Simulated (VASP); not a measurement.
**Al: single point with PBE**

Crystal: Al.

```
CELL_PARAMETERS angstrom
-1.42399 1.42399 1.92011
1.42399 -1.42399 1.92011
1.42399 1.42399 -1.92011
ATOMIC_POSITIONS crystal
Al 0.00000 0.00000 0.00000
```

This cell differs from its parent crystal: volume 15.574 Å^3 an atom, c/a of the conventional cell 1.3484.

| Quantity | Value |
| --- | --- |
| Program | VASP 6.6.1 |
| Task | single point |
| Functional | PBE |
| Potentials or basis | VASP PAW PBE potentials, release 64 (Al) |
| Cutoff | 520 eV |
| k mesh | 22 × 22 × 22 |
| Occupations | gaussian, width 0.15 eV |
| Spin | no spin polarisation |

The pressure is 5.3 GPa.

Stress tensor (GPa, compression positive):
```
4.06 0.00 0.00
0.00 4.06 0.00
0.00 0.00 7.62
```

Levels at points of the mesh, in eV from the Fermi level:
```csv
k point,band 1,band 2,band 3,band 4
"(0.00, 0.00, 0.00)",-11.54,12.79,12.79,13.32
"(0.50, 0.00, 0.00)",-4.83,-4.45,11.18,11.44
"(0.50, 0.50, 0.00)",-3.30,-1.95,5.49,6.04
"(0.50, 0.50, 0.50)",-2.56,-0.95,4.89,5.27
```

It took 71 s on 1 thread of Intel(R) Xeon(R) Platinum 8488C (Sapphire Rapids) (shared host), peak memory 0.2 GiB.
